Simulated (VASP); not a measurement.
# Hf2N (Pnnm) in VASP: notebook, part 2 of 2

VASP 6.6.1. Earlier steps stand in the parts before.

**5. Single point, LDA (mode 4 frozen in at +0.205 Å, normal strain along x +0.0700)**

INCAR reads:

```
SYSTEM = Hf2N
PREC = Accurate
ENCUT = 520
EDIFF = 1E-6
ISMEAR = 0
SIGMA = 0.15
LREAL = .False.
LASPH = .True.
NELM = 80
ALGO = Normal
ISIF = 2
LWAVE = .False.
LCHARG = .False.
GGA = CA
NBANDS = 34
```

KPOINTS reads:

```
Automatic mesh
0
Gamma
  8 8 12
  0 0 0
```

POSCAR reads:

```
Hf2N
1.0
    5.6198096911      0.0000000000      0.0000000000
    0.0000000000      5.2521585898      0.0000000000
    0.0000000000      0.0000000000      3.2005839592
Hf N
4 2
Direct
    0.3230029221      0.2678039453      0.0000000000
    0.6769970779      0.7321960547      0.0000000000
    0.8230029221      0.2321960547      0.5000000000
    0.1769970779      0.7678039453      0.5000000000
    0.0000000000      0.0000000000      0.0000000000
    0.5000000000      0.5000000000      0.5000000000
```

The run is started by

```sh
cat potpaw_LDA.64/Hf_pv/POTCAR potpaw_LDA.64/N/POTCAR > POTCAR
mpirun -np 1 vasp_std > vasp.out
```

Run time: 3.5 min. Hardware: 1 thread of Intel Xeon 6975P-C (Granite Rapids), shared host; peak memory 0.48 GiB.

Results (log left out):

```yaml
Free_energy: -69.2876 eV
Pressure: -13.6 GPa
Largest_force: 0.267 eV/Å
Band_gap_on_the_k_mesh: zero (band 25 reaches 6.48 eV, above the bottom of band 26 at 4.57 eV)
```

Forces in eV/Å, atoms in the order of the input:
```
Hf   0.150  0.222  0.000
Hf  -0.150 -0.222  0.000
Hf   0.150 -0.222  0.000
Hf  -0.150  0.222  0.000
N    0.000  0.000  0.000
N    0.000  0.000  0.000
```

Stress tensor (GPa, compression positive):
```
-16.65   0.00   0.00
  0.00 -14.95   0.00
  0.00   0.00  -9.21
```

Levels at points of the mesh, in eV from the Fermi level:
```csv
k point,band 22,band 23,band 24,band 25,band 26,band 27,band 28,band 29
"(0.00, 0.00, 0.00)",-1.99,-0.10,0.70,0.91,1.04,1.39,1.44,1.93
"(0.50, 0.00, 0.00)",-2.50,-0.99,-0.99,0.84,0.84,2.33,2.33,2.44
"(0.00, 0.50, 0.00)",-2.09,-0.83,-0.83,0.91,0.91,1.76,1.76,2.01
"(0.50, 0.50, 0.00)",-1.62,-1.34,-1.34,0.48,0.48,1.32,1.32,2.25
"(0.00, 0.00, 0.50)",-1.51,-1.20,-1.20,-0.88,-0.88,2.25,2.25,3.73
"(0.50, 0.00, 0.50)",-2.14,-1.16,-1.16,-0.78,-0.78,2.50,2.50,4.23
"(0.00, 0.50, 0.50)",-1.33,-0.76,-0.76,-0.67,-0.67,1.10,1.10,2.30
"(0.50, 0.50, 0.50)",-1.53,-0.84,-0.84,-0.14,-0.14,1.36,1.36,2.74
```

Caveat: the cell differs from its parent crystal (mode 4 frozen in at +0.205 Å, normal strain along x +0.0700); spin-orbit coupling is left out, which moves the levels of the heavy elements.

**6. Single point, LDA (mode 4 frozen in at -0.102 Å, normal strain along x +0.0700)**

INCAR reads:

```
  ALGO = Normal
  EDIFF = 1E-6
  ENCUT = 520
  ISIF = 2
  ISMEAR = 0
  LASPH = T
  LCHARG = T
  LELF = T
  LREAL = F
  LVHAR = T
  LWAVE = F
  NBANDS = 34
  NELM = 100
  PREC = Accurate
  SIGMA = 0.15
```

KPOINTS reads:

```
k-points
0
Gamma
  8 8 12
```

POSCAR reads:

```
Hf2N
1.0
    5.6198096911      0.0000000000      0.0000000000
    0.0000000000      5.2521585898      0.0000000000
    0.0000000000      0.0000000000      3.2005839592
Hf N
4 2
Direct
    0.2816036895      0.3092031779      0.0000000000
    0.7183963105      0.6907968221      0.0000000000
    0.7816036895      0.1907968221      0.5000000000
    0.2183963105      0.8092031779      0.5000000000
    0.0000000000      0.0000000000      0.0000000000
    0.5000000000      0.5000000000      0.5000000000
```

Potentials or basis: VASP PAW LDA potentials, release 64 (Hf_pv, N).

The run is started by

```sh
cat potpaw_LDA.64/Hf_pv/POTCAR potpaw_LDA.64/N/POTCAR > POTCAR
mpirun -np 1 vasp_std > vasp.out
```

It took 3.4 min on 1 thread of Intel Xeon 6975P-C (Granite Rapids), shared host; peak memory 0.49 GiB.

Results (log left out):

```
Free energy            : -69.0761 eV
Pressure               : -12.7 GPa
Largest force          : 0.398 eV/Å
Band gap on the k mesh : zero (band 25 reaches 6.86 eV, above the bottom of band 26 at 4.47 eV)
```

Forces in eV/Å, atoms in the order of the input:
```
Hf   0.398 -0.007  0.000
Hf  -0.398  0.007  0.000
Hf   0.398  0.007  0.000
Hf  -0.398 -0.007  0.000
N    0.000  0.000  0.000
N    0.000  0.000  0.000
```

Stress tensor (GPa, compression positive):
```
-22.86   0.00   0.00
  0.00  -7.41   0.00
  0.00   0.00  -7.84
```

Levels at points of the mesh, in eV from the Fermi level:
| k point | band 21 | band 22 | band 23 | band 24 | band 25 | band 26 | band 27 | band 28 | band 29 | band 30 |
| --- | --- | --- | --- | --- | --- | --- | --- | --- | --- | --- |
| (0.00, 0.00, 0.00) | -3.25 | -2.11 | -0.08 | 0.28 | 0.49 | 1.25 | 1.40 | 1.45 | 1.62 | 2.51 |
| (0.50, 0.00, 0.00) | -2.55 | -2.55 | -1.16 | -1.16 | 1.31 | 1.31 | 1.74 | 1.74 | 1.96 | 1.96 |
| (0.00, 0.50, 0.00) | -2.32 | -2.32 | -0.90 | -0.90 | 1.19 | 1.19 | 1.67 | 1.67 | 2.34 | 2.34 |
| (0.50, 0.50, 0.00) | -1.65 | -1.65 | -1.43 | -1.43 | 0.99 | 0.99 | 1.01 | 1.01 | 2.12 | 2.12 |
| (0.00, 0.00, 0.50) | -1.29 | -1.29 | -1.12 | -1.12 | -1.07 | -1.07 | 1.98 | 1.98 | 3.25 | 3.25 |
| (0.50, 0.00, 0.50) | -1.57 | -1.57 | -0.91 | -0.91 | -0.89 | -0.89 | 1.42 | 1.42 | 2.79 | 2.79 |
| (0.00, 0.50, 0.50) | -2.11 | -2.11 | -1.09 | -1.09 | -0.76 | -0.76 | 1.92 | 1.92 | 3.93 | 3.93 |
| (0.50, 0.50, 0.50) | -1.57 | -1.57 | -1.08 | -1.08 | -0.37 | -0.37 | 1.50 | 1.50 | 2.75 | 2.75 |

Caveat: the cell differs from its parent crystal (mode 4 frozen in at -0.102 Å, normal strain along x +0.0700); spin-orbit coupling is left out, which moves the levels of the heavy elements.

**7. Summary**

| cell | gap on the mesh (eV) | pressure (GPa) | largest force (eV/Å) |
| --- | --- | --- | --- |
| a = 4.885, b = 5.252, c = 3.201 Å, 6 atoms | none | 17.8 | 0.30 |
| a = 5.252, b = 5.252, c = 3.201 Å, 6 atoms | none | -1.1 | 0.31 |
| a = 5.620, b = 5.252, c = 3.201 Å, 6 atoms | none | -12.7 | 0.40 |

Some of these runs hold the atoms at other places in the same cell, which the table doesn't show; runs alike in all that it shows share one row.

Alike in all rows: task single point; level LDA; potentials or basis VASP PAW LDA potentials, release 64 (Hf_pv, N); no spin polarisation; k mesh 8 × 8 × 12; cutoff (eV) 520; smearing gaussian 0.15 eV.

Caveats: spin-orbit coupling is left out, which moves the levels of the heavy elements.

Absolute energies hang on the potentials; compare differences alone.
